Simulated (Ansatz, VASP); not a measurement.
Te2Pb in VASP and in Ansatz

```xyz
3
Lattice="2.1270 1.2280 6.2642 -2.1270 1.2280 6.2642 0.0000 -2.4560 6.2642" Properties=species:S:1:pos:R:3 pbc="T T T"
Pb    0.0000    0.0000    0.0000
Te    0.0000    0.0000    4.3176
Te    0.0000    0.0000   14.4750
```

Alike in both runs: task single point; functional PBE; k mesh 6 × 6 × 6; occupations fermi-dirac, width 0.02 eV; no spin polarisation.

|  | VASP | Ansatz |
| --- | --- | --- |
| version | VASP 6.6.1 | Ansatz 0.2.0 |
| potentials or method | VASP PAW PBE potentials, release 64 (Pb_d, Te) | plane waves, PAW |
| plane-wave cutoff (eV) | 520 | 420 |
| valence electrons in the cell | 26 | 46 |

Ansatz gave:

```
pressure (GPa)                                                : 1.7
traceless stress, the component that is largest in VASP (GPa) : 0.23
rms of the force components (eV/Å)                            : 0.089
```

Question: Which values does VASP return?

Answer: Pressure (GPa): 1.6; traceless stress, the component that is largest in VASP (GPa): 0.23; rms of the force components (eV/Å): 0.092.

Atom by atom the forces differ by 0.003 eV/Å (rms over components). With one functional, cell and mesh, what is left measures potentials, basis and numerics. VASP's potentials hold 26 valence electrons a cell and Ansatz's 46, so a difference there can come from the potentials and not from the codes.

Spin-orbit coupling is off throughout.
